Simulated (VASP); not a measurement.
Write the native input for VASP 6.6.1 that does the following.

* Task: single point
* Functional: PBE
* Potentials or basis: VASP PAW PBE potentials, release 64 (Al, Ru_pv, N)
* Cutoff: 520 eV
* k mesh: 6 × 10 × 6
* Occupations: gaussian, width 0.1 eV
* Spin: no spin polarisation
* Dipole correction: no
* Further INCAR settings: ALGO = Normal; EDIFF = 1e-06; NBANDS = 39

The structure of Al3RuN lies in POSCAR:

```
Al3RuN
1.0
    6.0772407559      0.0000000000      0.0000000000
    0.0000000000      3.0271003163      0.0000000000
    0.0000000000      0.0000000000      6.6083236133
Al Ru N
6 2 2
Direct
    0.9788815694      0.5000000000      0.2047087833
    0.5211184306      0.5000000000      0.2047087833
    0.0211184306      0.5000000000      0.7952912167
    0.4788815694      0.5000000000      0.7952912167
    0.7500000000      0.0000000000      0.5427702381
    0.2500000000      0.0000000000      0.4572297619
    0.2500000000      0.0000000000      0.0258104334
    0.7500000000      0.0000000000      0.9741895666
    0.0000000000      0.5000000000      0.5000000000
    0.5000000000      0.5000000000      0.5000000000
```

One way to write it, as run:

INCAR

```
SYSTEM = Al3RuN
ALGO = Normal
EDIFF = 1E-6
ENCUT = 520
GGA = PE
ISIF = 2
ISMEAR = 0
LASPH = .True.
LCHARG = .False.
LREAL = .False.
LWAVE = .False.
NBANDS = 39
NELM = 80
PREC = Accurate
SIGMA = 0.1
```

KPOINTS

```
k-points
0
Gamma
  6 10 6
  0 0 0
```

Potentials or basis: VASP PAW PBE potentials, release 64 (Al, Ru_pv, N).

The run is started by

```console
$ cat potpaw_PBE.64/Al/POTCAR potpaw_PBE.64/Ru_pv/POTCAR potpaw_PBE.64/N/POTCAR > POTCAR
$ mpirun -np 1 vasp_std > vasp.out
```

Results of the run:

| Property | Result |
| --- | --- |
| Pressure | -0.1 GPa |
| Largest force | 0.014 eV/Å |
| Band gap on the k mesh | zero (bands 28 and 29 overlap by 0.15 eV) |

Run time: 7.8 min on 1 thread of Intel(R) Xeon(R) Platinum 8488C (Sapphire Rapids), on a shared host, peak memory 0.48 GiB.
